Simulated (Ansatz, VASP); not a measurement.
## SiC: VASP beside Ansatz

```
Si C
1.0
     2.16796    2.16796    0.00000
    -2.16796    2.16796    0.00000
     0.00000    0.00000    4.40846
Si C
2 2
Direct
  0.50000 0.00000 0.75000
  0.00000 0.50000 0.25000
  0.00000 0.00000 0.00000
  0.50000 0.50000 0.50000
```

Alike in both runs: task single point; functional PBE; k mesh 10 × 10 × 6; occupations gaussian, width 0.02 eV; no spin polarisation.

|  | VASP | Ansatz |
| --- | --- | --- |
| version | VASP 6.6.1 | Ansatz 0.2.0 |
| potentials or method | VASP PAW PBE potentials, release 64 (Si, C), cutoff 520 eV | scalar-relativistic, plane waves, PAW |
| valence electrons in the cell | 16 | 16 |

```csv
,VASP,Ansatz,Ansatz less VASP
gap on the k mesh at the Fermi level (eV),1.27,1.27,+0.003
least direct gap on the mesh (eV),1.42,1.42,+0.003
pressure (GPa),2.9,2.9,+0.06
"traceless stress, the component that is largest in VASP (GPa)",-2.95,-2.94,+0.008
```
